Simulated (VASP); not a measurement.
# SrVO3 (Pm-3m) in VASP: notebook, part 2 of 2

VASP 6.6.1. Earlier steps stand in the parts before.

**3. Single point, PBE+U, collinear spin, ferromagnetic start**

Contents of INCAR:

```
  ALGO = Normal
  EDIFF = 1E-6
  ENCUT = 520
  GGA = PE
  ISIF = 2
  ISMEAR = 0
  ISPIN = 2
  LASPH = True
  LCHARG = True
  LDAU = True
  LDAUJ = 0 0 0
  LDAUL = -1 2 -1
  LDAUPRINT = 1
  LDAUTYPE = 2
  LDAUU = 0 3.25 0
  LELF = True
  LMAXMIX = 4
  LORBIT = 11
  LREAL = False
  LVHAR = True
  LWAVE = False
  MAGMOM = 0 0.95 -0.08 -0.01 -0.01
  NBANDS = 32
  NELM = 150
  PREC = Accurate
  SIGMA = 0.1
```

Contents of KPOINTS:

```
k-points
0
Gamma
  6 6 6
```

Contents of POSCAR:

```
SrVO3
1.0
    3.9462000000      0.0000000000      0.0000000000
    0.0000000000      3.9462000000      0.0000000000
    0.0000000000      0.0000000000      3.9462000000
Sr V O
1 1 3
Direct
    0.0000000000      0.0000000000      0.0000000000
    0.5000000000      0.5000000000      0.5000000000
    0.5000000000      0.5000000000      0.0000000000
    0.5000000000      0.0000000000      0.5000000000
    0.0000000000      0.5000000000      0.5000000000
```

Potentials or basis: VASP PAW PBE potentials, release 64 (Sr_sv, V_sv, O).

On the command line:

```
> cat potpaw_PBE.64/Sr_sv/POTCAR potpaw_PBE.64/V_sv/POTCAR potpaw_PBE.64/O/POTCAR > POTCAR
> mpirun -np 1 vasp_std > vasp.out
```

OUTCAR:

```text
EDIFF = 1E-6
   ENCUT = 520
   GGA = PE
   ISIF = 2
   ISMEAR = 0
   ISPIN = 2
   LASPH = True
   LORBIT = 11
   LREAL = False
   NELM = 150
   PREC = Accurate

 ion  position               nearest neighbor table
   1  0.000  0.000  0.000-   3 2.79   4 2.79   5 2.79   4 2.79   5 2.79   3 2.79   5 2.79   5 2.79
                             3 2.79   4 2.79   4 2.79   3 2.79   2 3.42   2 3.42   2 3.42   2 3.42
   2  0.500  0.500  0.500-   3 1.97   4 1.97   5 1.97   3 1.97   4 1.97   5 1.97   1 3.42   1 3.42
                             1 3.42   1 3.42   1 3.42   1 3.42   1 3.42   1 3.42
   3  0.500  0.500  0.000-   2 1.97   2 1.97   1 2.79   1 2.79   1 2.79   1 2.79
   4  0.500  0.000  0.500-   2 1.97   2 1.97   1 2.79   1 2.79   1 2.79   1 2.79
   5  0.000  0.500  0.500-   2 1.97   2 1.97   1 2.79   1 2.79   1 2.79   1 2.79

  LATTYP: Found a simple cubic cell.
 ALAT       =     3.9462000000

  Lattice vectors:

 A1 = (   3.9462000000,   0.0000000000,   0.0000000000)
 A2 = (   0.0000000000,   3.9462000000,   0.0000000000)
 A3 = (   0.0000000000,   0.0000000000,   3.9462000000)

Analysis of symmetry for initial positions (statically):
=====================================================================
 Subroutine PRICEL returns:
 Original cell was already a primitive cell.

 Routine SETGRP: Setting up the symmetry group for a
 simple cubic supercell.

 Subroutine GETGRP returns: Found 48 space group operations
 (whereof 48 operations were pure point group operations)
 out of a pool of 48 trial point group operations.

The static configuration has the point symmetry O_h .

Analysis of symmetry for dynamics (positions and initial velocities):
=====================================================================
 Subroutine PRICEL returns:
 Original cell was already a primitive cell.

 Routine SETGRP: Setting up the symmetry group for a
 simple cubic supercell.

[... 204 lines left out ...]
  ext. energy  EPLUGINS =         0.00000000
  ---------------------------------------------------
  free energy    TOTEN  =       -36.10120341 eV

  energy without entropy =      -36.08168271  energy(sigma->0) =      -36.09144306

 E-fermi :   5.2301     XC(G=0): -11.1343

 val. band max:        5.2287873807   @ k =   0.5000   0.3333   0.0000
 cond. band min:       5.2588525300   @ k =   0.3333   0.1667   0.1667
 fundamental gap:      0.0300651493
 Fermi energy:         5.2300589034

 spin component 1

 k-point     1 :       0.0000    0.0000    0.0000
  band No.  band energies     occupation
      1     -61.5066      1.00000
      2     -35.2781      1.00000
      3     -35.2781      1.00000
      4     -35.2781      1.00000
      5     -29.1087      1.00000
      6     -13.7001      1.00000
[... 1673 lines left out ...]
     31      13.5121      0.00000
     32      17.0679      0.00000

 [... further k-points ...]

------------------------ aborting loop because EDIFF is reached ----------------------------------------

  FORCE on cell =-STRESS in cart. coord.  units (eV):
  Direction    XX          YY          ZZ          XY          YZ          ZX
  --------------------------------------------------------------------------------------
  -------------------------------------------------------------------------------------
  Total       -2.1666770     -2.1666770     -2.1664443      0.0000000      0.0000000      0.0000000
  in kB      -56.4894671    -56.4894671    -56.4834011      0.0000000      0.0000000      0.0000000
  external PRESSURE =     -56.4874451 kB  Pullay stress =       0.0000000 kB

 VOLUME and BASIS-vectors are now :
 -----------------------------------------------------------------------------
  energy-cutoff  :      520.00
  volume of cell :       61.45
      direct lattice vectors                 reciprocal lattice vectors
     3.946200000  0.000000000  0.000000000     0.253408342  0.000000000  0.000000000
     0.000000000  3.946200000  0.000000000     0.000000000  0.253408342  0.000000000
     0.000000000  0.000000000  3.946200000     0.000000000  0.000000000  0.253408342

 POSITION                                       TOTAL-FORCE (eV/Angst)
 -----------------------------------------------------------------------------------
      0.00000      0.00000      0.00000         0.000000      0.000000      0.000000
      1.97310      1.97310      1.97310         0.000000      0.000000      0.000000
      1.97310      1.97310      0.00000         0.000000      0.000000      0.000000
      1.97310      0.00000      1.97310         0.000000      0.000000      0.000000
      0.00000      1.97310      1.97310         0.000000      0.000000      0.000000
 -----------------------------------------------------------------------------------
    total drift:                                0.000000      0.000000     -0.000000

  FREE ENERGIE OF THE ION-ELECTRON SYSTEM (eV)
  ---------------------------------------------------
  free  energy   TOTEN  =       -36.1012034130 eV

  energy  without entropy=      -36.0816827085  energy(sigma->0) =      -36.09144306

 total charge

# of ion       s       p       d       tot
------------------------------------------
    1        1.996   5.788   0.187   7.971
    2        2.264   6.301   2.758  11.323
    3        1.561   3.458   0.000   5.019
    4        1.561   3.458   0.000   5.019
    5        1.561   3.458   0.000   5.019
--------------------------------------------------
tot          8.943  22.462   2.945  34.350

 magnetization (x)

# of ion       s       p       d       tot
------------------------------------------
    1       -0.000  -0.002   0.001  -0.001
    2        0.009   0.010   1.137   1.157
    3       -0.002  -0.065   0.000  -0.067
    4       -0.002  -0.065   0.000  -0.067
    5       -0.002  -0.065   0.000  -0.067
--------------------------------------------------
tot          0.003  -0.186   1.139   0.956
```

OSZICAR:

```text
N       E                     dE             d eps       ncg     rms          rms(c)
DAV:   1     0.396712223436E+03    0.39671E+03   -0.22791E+04  5120   0.132E+03
DAV:   2    -0.247014143703E+02   -0.42141E+03   -0.40481E+03  6144   0.386E+02
DAV:   3    -0.468463762471E+02   -0.22145E+02   -0.21937E+02  6192   0.953E+01
[... 11 lines left out ...]
DAV:  15    -0.361014543431E+02   -0.41198E-03   -0.20905E-03  5728   0.178E-01    0.173E-01
DAV:  16    -0.361012587084E+02    0.19563E-03   -0.49687E-04  5728   0.149E-01    0.834E-02
DAV:  17    -0.361011983049E+02    0.60404E-04   -0.22822E-04  6400   0.109E-01    0.128E-02
DAV:  18    -0.361012029085E+02   -0.46037E-05   -0.17359E-05  5952   0.233E-02    0.731E-03
DAV:  19    -0.361012043109E+02   -0.14024E-05   -0.19810E-06  4816   0.101E-02    0.109E-02
DAV:  20    -0.361012034130E+02    0.89789E-06   -0.19931E-06  3144   0.850E-03
   1 F= -.36101203E+02 E0= -.36091443E+02  d E =-.195207E-01  mag=     1.0000
```

Wall time 3.2 min (1 thread of Intel Xeon Platinum 8259CL at 2.50GHz (Skylake/Cascade Lake), shared host); peak memory 0.27 GiB.

What came out:

```yaml
Free_energy: -36.1012 eV
Pressure: -5.6 GPa
Band_gap_on_the_k_mesh: zero (filled and empty bands overlap)
Net_moment: 1.00 μB per cell
Site_moments: Sr -0.00; V +1.16; O -0.07 μB
Valence_electrons_inside_the_program's_atomic_spheres: Sr 7.97; V 11.32; O 5.02
```

Eigenvalues of the final occupation matrices:
```tsv
site	spin	trace	eigenvalues
site 2 d	1	1.96	0.29 0.29 0.46 0.46 0.46
site 2 d	2	0.82	0.10 0.10 0.10 0.26 0.26
```

Caveat: the cell stands under tension.
